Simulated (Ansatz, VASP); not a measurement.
# SnO2 in VASP and in Ansatz

File INCAR:

```
SYSTEM = SnO2
PREC = Accurate ; ENCUT = 520
EDIFF = 1E-6 ; ISMEAR = 0
SIGMA = 0.05 ; LREAL = .FALSE.
LASPH = .TRUE. ; NELM = 80
ALGO = Normal ; ISIF = 2
LWAVE = .FALSE. ; LCHARG = .TRUE.
GGA = PE ; IVDW = 12
LELF = .TRUE. ; LVHAR = .TRUE.
NBANDS = 49
```

Contents of KPOINTS:

```
Automatic mesh
0
G
  9 9 2
  0 0 0
```

File POSCAR:

```
SnO2
1.0
   -3.2372529198      0.0000000000      0.0000000000
   -1.6186264599     -2.8035432670      0.0000000000
   -4.3702914417     -2.5231889404     13.2254773976
Sn O
3 6
Direct
    0.2285901026      0.2285901026      0.4867517379
    0.8539842140     -0.1460157860      0.1622397622
   -0.3968040088     -0.3968040088      0.8112637135
    0.4532432369      0.4532432369      0.2371371442
    0.2024550140     -0.7975449860      0.8861610955
   -0.1721508745     -0.1721508745      0.5616491199
    0.0039369683      0.0039369683      0.7363663315
    0.6293310797     -0.3706689203      0.4118543559
    0.2547251911      0.2547251911      0.0873423802
```

Input for Ansatz:

```yaml
crystal:
  lattice:
    - [-3.2372529198, 0.0, 0.0]
    - [-1.6186264599, -2.803543267, 0.0]
    - [-4.3702914417, -2.5231889404, 13.2254773976]
  atoms:
    - { symbol: Sn, position: [0.2285901026, 0.2285901026, 0.4867517379] }
    - { symbol: Sn, position: [0.853984214, -0.146015786, 0.1622397622] }
    - { symbol: Sn, position: [-0.3968040088, -0.3968040088, 0.8112637135] }
    - { symbol: O, position: [0.4532432369, 0.4532432369, 0.2371371442] }
    - { symbol: O, position: [0.202455014, -0.797544986, 0.8861610955] }
    - { symbol: O, position: [-0.1721508745, -0.1721508745, 0.5616491199] }
    - { symbol: O, position: [0.0039369683, 0.0039369683, 0.7363663315] }
    - { symbol: O, position: [0.6293310797, -0.3706689203, 0.4118543559] }
    - { symbol: O, position: [0.2547251911, 0.2547251911, 0.0873423802] }
basis:
  ecutwfc: 520.0
kpoints:
  mp_grid: { grid: [9, 9, 2] }
hamiltonian:
  xc: pbe
  pseudopotentials: { kind: paw, azcp: { folder: soft_1 } }
  dispersion: d3bj
scf:
  occupations: { method: gaussian, width: 0.05 }
output:
  forces: true
  stress: true
  eigenvalues: true
```

Alike in both runs: task single point; functional PBE; dispersion D3(BJ); k mesh 9 × 9 × 2; occupations gaussian, width 0.05 eV; no spin polarisation.

```csv
,VASP,Ansatz
version,VASP 6.6.1,Ansatz 0.2.0
potentials or method,"VASP PAW PBE potentials, release 64 (Sn_d, O), cutoff 520 eV","scalar-relativistic, plane waves, PAW"
valence electrons in the cell,78,78
```

```csv
,VASP,Ansatz,Ansatz less VASP
gap on the k mesh at the Fermi level (eV),1.65,1.67,+0.022
least direct gap on the mesh (eV),1.68,1.70,+0.019
pressure (GPa),0.4,-0.3,-0.66
"traceless stress, the component that is largest in VASP (GPa)",-0.38,-0.38,+0.003
rms of the force components (eV/Å),0.060,0.044,-0.0160
```

Atom by atom the forces differ by 0.027 eV/Å (rms over components).
